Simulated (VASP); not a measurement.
A run of VASP 6.6.1 is set up as follows.

INCAR

```
SYSTEM = K3Ba
PREC = Accurate ; ENCUT = 520
EDIFF = 1E-7 ; ISMEAR = 1
SIGMA = 0.1 ; LREAL = .FALSE.
LASPH = .TRUE. ; NELM = 60
ALGO = Normal ; ISIF = 2
LWAVE = .FALSE. ; LCHARG = .FALSE.
NBANDS = 26
```

File KPOINTS:

```
regular mesh
0
G
  2 2 2
  0 0 0
```

The input POSCAR:

```
K3Ba
1.0
    0.0000000000      5.2436290000      5.2436290000
    5.2436290000      0.0000000000      5.2436290000
    5.2436290000      5.2436290000      0.0000000000
K Ba
3 1
Direct
    0.2500000000      0.2500000000      0.2500000000
    0.7500000000      0.7500000000      0.7500000000
    0.5000000000      0.5000000000      0.5000000000
    0.0000000000      0.0000000000      0.0000000000
```

Potentials or basis: VASP PAW LDA potentials, release 64 (K_sv, Ba_sv).

The run is started by

```bash
$ cat potpaw_LDA.64/K_sv/POTCAR potpaw_LDA.64/Ba_sv/POTCAR > POTCAR
$ mpirun -np 1 vasp_std > vasp.out
```

(1) Predict the pressure.

Answers

(1) -0.8 GPa.

Caveat: the k points lie up to 0.52 Å⁻¹ apart.
